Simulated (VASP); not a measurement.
Write the native input for VASP 6.6.1 that does the following.

```
Task                   : single point
Functional             : PBE
Potentials or basis    : VASP PAW PBE potentials, release 64 (Sr_sv, Ti_sv, O)
Cutoff                 : 520 eV
k mesh                 : 8 × 8 × 8
Occupations            : gaussian, width 0.05 eV
Spin                   : no spin polarisation
Dipole correction      : no
Further INCAR settings : ALGO = Normal; EDIFF = 1e-06; NBANDS = 28
```

The structure of SrTiO3 lies in POSCAR:

```
SrTiO3
1.0
    3.9364094381      0.0000000000      0.0000000000
    0.0000000000      3.9364094381      0.0000000000
    0.0000000000      0.0000000000      3.9364094381
Sr Ti O
1 1 3
Direct
    0.0633703418      0.0000000000      0.0000000000
    0.4429714934      0.5000000000      0.5000000000
   -0.0497984137      0.5000000000      0.5000000000
    0.4366835113      0.0000000000      0.5000000000
    0.4366835113      0.5000000000      0.0000000000
```

This cell differs from its parent crystal: atoms displaced along several vibrational modes.

These files were run (other wordings do the same):

INCAR

```
  PREC = Accurate
  ENCUT = 520
  EDIFF = 1E-6
  ISMEAR = 0
  SIGMA = 0.05
  LREAL = False
  LASPH = True
  NELM = 60
  ALGO = Normal
  ISIF = 2
  LWAVE = False
  LCHARG = False
  GGA = PE
  NBANDS = 28
```

KPOINTS

```
regular mesh
0
Gamma
  8 8 8
```

Potentials or basis: VASP PAW PBE potentials, release 64 (Sr_sv, Ti_sv, O).

Run with:

```sh
$ cat potpaw_PBE.64/Sr_sv/POTCAR potpaw_PBE.64/Ti_sv/POTCAR potpaw_PBE.64/O/POTCAR > POTCAR
$ mpirun -np 1 vasp_std > vasp.out
```

Results of the run:

```yaml
Pressure: 6.3 GPa
Largest_force: 2.151 eV/Å
Band_gap_on_the_k_mesh: 1.62 eV (least direct gap 2.05 eV)
```

Caveat: the cell differs from its parent crystal (atoms displaced along several vibrational modes); the cell stands under pressure; forces of over 1 eV/Å act on the atoms, so gaps and moduli don't describe the material at rest.

Run time: 4.1 min on 1 thread of Intel Xeon 8259CL (shared host), peak memory 0.26 GiB.
